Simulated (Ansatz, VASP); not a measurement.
## Two plane-wave programs on MoS2

```
Mo S
1.0
     3.16100    0.00000    0.00000
    -1.58050    2.73751    0.00000
     0.00000    0.00000   12.29500
Mo S
2 4
Direct
  0.33333 0.66667 0.25000
  0.66667 0.33333 0.75000
  0.66667 0.33333 0.37729
  0.66667 0.33333 0.12271
  0.33333 0.66667 0.87729
  0.33333 0.66667 0.62271
```

Alike in both runs: task single point; functional LDA; k mesh 10 × 10 × 3; occupations gaussian, width 0.02 eV; no spin polarisation.

|  | VASP | Ansatz |
| --- | --- | --- |
| version | VASP 6.6.1 | Ansatz 0.2.0 |
| potentials or method | VASP PAW LDA potentials, release 64 (Mo_sv, S) | scalar-relativistic, plane waves, PAW |
| plane-wave cutoff (eV) | 520 | 420 |
| valence electrons in the cell | 52 | 52 |

```tsv
	VASP	Ansatz	Ansatz less VASP
gap on the k mesh at the Fermi level (eV)	0.85	0.84	-0.011
least direct gap on the mesh (eV)	1.89	1.88	-0.006
```

LDA's correlation is that of Perdew and Zunger in VASP and of Perdew and Wang (1992) in Ansatz.
